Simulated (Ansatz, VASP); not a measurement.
# One calculation of ZnS, two programs

```
S Zn
1.0
     0.00000    2.55186    2.55186
     2.55186    0.00000    2.55186
     2.55186    2.55186    0.00000
S Zn
1 1
Direct
  0.00000 0.00000 0.00000
  0.50000 0.50000 0.50000
```

Alike in both runs: task single point; functional PBE; k mesh 12 × 12 × 12; occupations gaussian, width 0.05 eV; no spin polarisation.

```csv
,VASP,Ansatz
version,VASP 6.6.1,Ansatz 0.2.0
potentials or method,"VASP PAW PBE potentials, release 64 (S, Zn), cutoff 520 eV","scalar-relativistic, plane waves, PAW"
valence electrons in the cell,18,18
```

```csv
,VASP,Ansatz,Ansatz less VASP
gap on the k mesh at the Fermi level (eV),none,none,-
pressure (GPa),0.1,0.0,-0.10
```

A gap of «none» marks a metal or a gap that the smearing closes.
